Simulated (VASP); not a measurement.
Here is a VASP 6.6.1 calculation.

INCAR

```
PREC = Accurate
ENCUT = 520
EDIFF = 1E-6
ISMEAR = 0
SIGMA = 0.15
LREAL = False
LASPH = True
NELM = 100
ALGO = Fast
ISIF = 2
LWAVE = False
LCHARG = False
GGA = PE
IVDW = 12
NBANDS = 18
```

File KPOINTS:

```
Automatic mesh
0
Gamma
  24 24 5
```

The input POSCAR:

```
Al
1.0
    1.9913628294     -1.9913628294      0.0000000000
    1.9913628294      0.0000000000     -1.9913628294
    7.9654513175      7.9654513175      7.9654513175
Al
6
Direct
    0.6666666667      0.6666666667      0.1666666667
    0.0000000000      0.0000000000      0.0000000000
    0.3333333333      0.3333333333      0.3333333333
    0.6666666667      0.6666666667      0.6666666667
    0.0000000000      0.0000000000      0.5000000000
    0.3333333333      0.3333333333      0.8333333333
```

Potentials or basis: VASP PAW PBE potentials, release 64 (Al).

Run with:

```sh
$ cat potpaw_PBE.64/Al/POTCAR > POTCAR
$ mpirun -np 1 vasp_std > vasp.out
```

(1) Estimate the pressure.

(2) What does it give for the band gap on the k mesh?

(3) Estimate the dispersion energy per atom.

## Answers

(1) -0.1 GPa.

(2) zero (bands 9 and 10 overlap by 5.33 eV).

(3) -0.352 eV.
